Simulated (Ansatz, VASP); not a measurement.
## LiCl in VASP and in Ansatz

```
Li Cl
1.0
     6.19217    0.00000    0.00000
    -3.09609    5.36258    0.00000
     0.00000    0.00000    3.70134
Li Cl
3 3
Cartesian
  3.7907 0.0000 2.4676
  -1.8954 3.2829 1.2338
  1.2007 2.0797 0.0000
  2.2306 0.0000 0.6169
  -1.1153 1.9318 3.0845
  1.9808 3.4308 1.8507
```

Alike in both runs: functional PBE; k mesh 6 × 6 × 6; occupations gaussian, width 0.02 eV; no spin polarisation.

Ansatz relaxed the structure, and its values are those at the end. VASP's run is a single point on that final structure, the one shown.

```csv
,VASP,Ansatz
version,VASP 6.6.1,Ansatz 0.2.0
potentials or method,"VASP PAW PBE potentials, release 64 (Li_sv, Cl), cutoff 520 eV","scalar-relativistic, plane waves, PAW"
valence electrons in the cell,30,30
```

Ansatz gave:

```
gap on the k mesh at the Fermi level (eV) : 5.81
least direct gap on the mesh (eV)         : 5.81
```

Q: Which values does VASP return?

A: gap on the k mesh at the Fermi level (eV): 5.82; least direct gap on the mesh (eV): 5.82.

Noted on VASP's run: the cutoff is under 1.25 times that of the potentials, so the pressure is a little rough.
